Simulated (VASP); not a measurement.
Input of a VASP 6.6.1 run:

Contents of POSCAR:

```
Au
1.0
    0.0000000000      2.0761825000      2.1068650000
    2.0761825000      0.0000000000      2.1068650000
    2.0761825000      2.0761825000      0.0000000000
Au
1
Direct
    0.0000000000      0.0000000000      0.0000000000
```

Contents of INCAR.step1:

```
PREC = Accurate
ENCUT = 520
ISMEAR = 1
SIGMA = 0.4
LREAL = F
LASPH = T
NELM = 80
NBANDS = 12
GGA = PE
ALGO = Normal
EDIFF = 1E-4
LWAVE = T
LCHARG = F
```

The input INCAR.step2:

```
PREC = Accurate
ENCUT = 520
EDIFF = 1E-6
ISMEAR = 1
SIGMA = 0.4
LREAL = F
LASPH = T
NELM = 80
ALGO = Normal
ISIF = 2
LWAVE = F
LCHARG = F
METAGGA = R2SCAN
LMIXTAU = T
NBANDS = 12
ISTART = 1
```

File KPOINTS:

```
Automatic mesh
0
Gamma
  20 20 20
```

Potentials or basis: VASP PAW PBE potentials, release 64 (Au).

Launch:

```console
$ cat potpaw_PBE.64/Au/POTCAR > POTCAR
$ cp INCAR.step1 INCAR
$ mpirun -np 1 vasp_std > vasp.out
$ cp INCAR.step2 INCAR
$ mpirun -np 1 vasp_std > vasp.out
```

Task: Estimate the band gap on the k mesh.

Result: Zero (an odd number of electrons rules out a gap without spin polarisation).

Task: What does it give for the pressure?

Result: -4.7 GPa.

Stress tensor (GPa, compression positive):
```
-4.55  0.00  0.00
 0.00 -4.55  0.00
 0.00  0.00 -4.90
```

Caveat: the cell differs from its parent crystal (strain +0.015 along x and y, +0.030 along z); the cell stands under tension; the PAW data sets were made with another functional, which shifts forces and pressure a little; spin-orbit coupling is left out, which moves the levels of the heavy elements.
